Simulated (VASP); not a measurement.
A run of VASP 6.6.1:

Contents of INCAR:

```
PREC = Accurate
ENCUT = 520
EDIFF = 1E-6
ISMEAR = 0
SIGMA = 0.05
LREAL = Auto
LASPH = T
NELM = 100
ALGO = Normal
ISIF = 2
LWAVE = F
LCHARG = T
LDIPOL = T
IDIPOL = 3
DIPOL = 0.5 0.5 0.500
GGA = PS
LELF = T
LVHAR = T
LVACPOTAV = T
NBANDS = 176
LUSENCCL = F
```

Contents of KPOINTS:

```
regular mesh
0
Gamma
  6 5 1
```

The input POSCAR:

```
ZnO
1.0
    5.5945648249      0.0000000000      0.0000000000
   -2.7972824124      5.4586774164      0.0000000000
    0.0000000000      0.0000000000     27.5284465867
O Zn
17 17
Direct
    0.9434017287      0.5064845182      0.2763172595
    0.7148811183      0.8020395955      0.3013977125
    0.2866681972      0.2155158397      0.3230199720
    0.2008273350      0.7050768405      0.3618739463
    0.7633651641      0.1780032375      0.3833307065
    0.6384009317      0.6106832084      0.4130018667
    0.2029840384      0.0781050541      0.4404251332
    0.1008329787      0.5337293947      0.4705153455
    0.6602315482      0.9935290965      0.4975960815
    0.5558907044      0.4509385731      0.5256880777
    0.1128978836      0.9079271639      0.5530893617
    0.0203248011      0.3699221653      0.5812877342
    0.5778842390      0.8284988744      0.6137968342
    0.4710331787      0.2708330347      0.6355367330
    0.0104366731      0.7466067619      0.6666747485
    0.9539146096      0.2378948551      0.6961176652
    0.4951793790      0.6469054305      0.7255003507
    0.5941675354      0.4578418303      0.2897600028
    0.0791759676      0.8456315180      0.3072396131
    0.0305394343      0.3584419538      0.3295886722
    0.5843921762      0.8297062155      0.3628003200
    0.4649429789      0.2647436187      0.3882803312
    0.0252372130      0.7255283592      0.4194150243
    0.9278079349      0.1925221245      0.4458357224
    0.4886068366      0.6474241286      0.4735839242
    0.3820623446      0.1055685938      0.5019244237
    0.9428823492      0.5620686868      0.5302976524
    0.8364196958      0.0196630319      0.5596641952
    0.4105583728      0.4892851874      0.5864318847
    0.2880149253      0.9250265761      0.6138248402
    0.8532105966      0.3865197008      0.6409720226
    0.7570023474      0.8865967211      0.6795783411
    0.3315087977      0.3363890262      0.6918725287
    0.1835411433      0.6627993994      0.7137609722
```

Potentials or basis: VASP PAW PBE potentials, release 64 (O, Zn).

Launch:

```sh
$ cat potpaw_PBE.64/O/POTCAR potpaw_PBE.64/Zn/POTCAR > POTCAR
$ mpirun -np 1 vasp_std > vasp.out
```

Hardware: 1 × NVIDIA H100 80GB with 1 thread of AMD EPYC 7R13 Processor (Zen 3), with other jobs on the host.

Question: How long does it take, and how much memory?

Answer: Run time: 20 min on 1 × NVIDIA H100 80GB with 1 thread of AMD EPYC 7R13 Processor (Zen 3), with other jobs on the host, peak memory 2.6 GiB. Counts: scf iterations 53, k points 16.
